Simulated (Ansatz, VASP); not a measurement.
## AlFe in VASP and in Ansatz

Contents of INCAR:

```
SYSTEM = AlFe
  PREC = Accurate
  ENCUT = 520
  EDIFF = 1E-7
  ISMEAR = 0
  SIGMA = 0.05
  LREAL = .FALSE.
  LASPH = .TRUE.
  NELM = 150
  ALGO = Normal
  ISIF = 2
  LWAVE = .FALSE.
  LCHARG = .FALSE.
  ISPIN = 2
  MAGMOM = 0 0.73
  LORBIT = 11
  LMAXMIX = 4
  GGA = CA
  NBANDS = 16
```

File KPOINTS:

```
regular mesh
0
G
  16 16 16
  0 0 0
```

Contents of POSCAR:

```
AlFe
1.0
    2.8527167328      0.0000000000      0.0000000000
    0.0000000000      2.8527167328      0.0000000000
    0.0000000000      0.0000000000      2.8527167328
Al Fe
1 1
Direct
    0.0000000000      0.0000000000      0.0000000000
    0.5000000000      0.5000000000      0.5000000000
```

Input for Ansatz:

```yaml
crystal:
  lattice:
    - [2.8527167328, 0.0, 0.0]
    - [0.0, 2.8527167328, 0.0]
    - [0.0, 0.0, 2.8527167328]
  atoms:
    - { symbol: Al, position: [0.0, 0.0, 0.0] }
    - { symbol: Fe, position: [0.5, 0.5, 0.5], spin: 0.73 }
basis:
  ecutwfc: 420
  ecutrho_ratio: 4
kpoints:
  mp_grid: { grid: [16, 16, 16] }
hamiltonian:
  xc: lda
scf:
  occupations: { method: gaussian, width: 0.05 }
output:
  forces: true
  stress: true
  eigenvalues: true
  populations: true
magnetization:
  spin_polarized: true
```

Alike in both runs: task single point; functional LDA; k mesh 16 × 16 × 16; occupations gaussian, width 0.05 eV; collinear spin.

```csv
,VASP,Ansatz
version,VASP 6.6.1,Ansatz 0.2.0
potentials or method,"VASP PAW LDA potentials, release 64 (Al, Fe), cutoff 520 eV","scalar-relativistic, plane waves, PAW"
valence electrons in the cell,11,19
```

```tsv
	VASP	Ansatz	Ansatz less VASP
gap on the k mesh at the Fermi level (eV)	none	none	-
pressure (GPa)	-7.0	-7.4	-0.36
net moment per atom (μB)	0.32	0.33	+0.005
size of the moment on the site where the two differ most (μB)	0.67	0.68	+0.007
```

LDA's correlation is that of Perdew and Zunger in VASP and of Perdew and Wang (1992) in Ansatz. Site moments also hang on the region over which each program counts them. A gap of «none» marks a metal or a gap that the smearing closes. VASP's potentials hold 11 valence electrons a cell and Ansatz's 19, so a difference there can come from the potentials and not from the codes.
